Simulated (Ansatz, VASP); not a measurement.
# Sb in VASP and in Ansatz

The input INCAR:

```
  ALGO = Normal
  EDIFF = 1E-6
  ENCUT = 520
  ISIF = 2
  ISMEAR = -1
  LASPH = True
  LCHARG = False
  LREAL = False
  LWAVE = False
  NBANDS = 18
  NELM = 80
  PREC = Accurate
  SIGMA = 0.05
```

KPOINTS

```
k-points
0
Gamma
  8 8 1
```

Contents of POSCAR:

```
Sb
1.0
    3.1600000000      0.0000000000      0.0000000000
    0.0000000000      3.1600000000      0.0000000000
    0.0000000000      0.0000000000     24.4800000000
Sb
4
Direct
    0.0000000000      0.0000000000      0.3063725490
    0.0000000000      0.0000000000      0.4354575163
    0.0000000000      0.0000000000      0.5645424837
    0.0000000000      0.0000000000      0.6936274510
```

input.yaml

```yaml
crystal:
  lattice:
    - [3.16, 0.0, 0.0]
    - [0.0, 3.16, 0.0]
    - [0.0, 0.0, 24.48]
  atoms:
    - { symbol: Sb, position: [0.0, 0.0, 0.306372549] }
    - { symbol: Sb, position: [0.0, 0.0, 0.4354575163] }
    - { symbol: Sb, position: [0.0, 0.0, 0.5645424837] }
    - { symbol: Sb, position: [0.0, 0.0, 0.693627451] }
kpoints:
  mp_grid: { grid: [8, 8, 1] }
scf:
  occupations: { method: fermi_dirac, width: 0.05 }
hamiltonian:
  xc: lda
  pseudopotentials: { kind: all_electron, lapw: { basis_error: 0.002 } }
output:
  forces: true
  stress: true
  eigenvalues: true
```

Alike in both runs: task single point; functional LDA; k mesh 8 × 8 × 1; occupations fermi-dirac, width 0.05 eV; no spin polarisation.

|  | VASP | Ansatz |
| --- | --- | --- |
| version | VASP 6.6.1 | Ansatz 0.2.0 |
| potentials or method | VASP PAW LDA potentials, release 64 (Sb), cutoff 520 eV | all-electron LAPW, scalar-relativistic |

Ansatz gave:

| Item | Value |
| --- | --- |
| gap on the k mesh at the Fermi level (eV) | none |
| rms of the force components (eV/Å) | 0.361 |

Problem. What did VASP give for the same quantities?

Solution. gap on the k mesh at the Fermi level (eV): none; rms of the force components (eV/Å): 0.358.

LDA's correlation is that of Perdew and Zunger in VASP and of Perdew and Wang (1992) in Ansatz. Atom by atom the forces differ by 0.004 eV/Å (rms over components). A gap of «none» marks a metal or a gap that the smearing closes. Ansatz ran all-electron here, and VASP with PAW potentials.

Neither program's run includes spin-orbit coupling.
